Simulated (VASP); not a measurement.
Crystal: Ir.

```
CELL_PARAMETERS angstrom
0.00000 1.91560 1.91560
1.91560 0.00000 1.91560
1.91560 1.91560 0.00000
ATOMIC_POSITIONS crystal
Ir 0.00000 0.00000 0.00000
```

Base run:

| Quantity | Value |
| --- | --- |
| Program | VASP 6.6.1 |
| Functional | revPBE |
| Potentials or basis | VASP PAW PBE potentials, release 64 (Ir) |
| Cutoff | 500 eV |
| k mesh | 13 × 13 × 13 |
| Occupations | fermi-dirac, width 0.05 eV |
| Spin | no spin polarisation |

Its results: pressure 15.4 GPa.

**Question.** The run is repeated on the same cell with these changes: functional from revPBE to LDA; potentials or basis from VASP PAW PBE potentials, release 64 (Ir) to VASP PAW LDA potentials, release 64 (Ir). What comes out?

**Answer.** Pressure -3.5 GPa.

Caveats: the PAW data sets were made with another functional, which shifts forces and pressure a little (some runs).
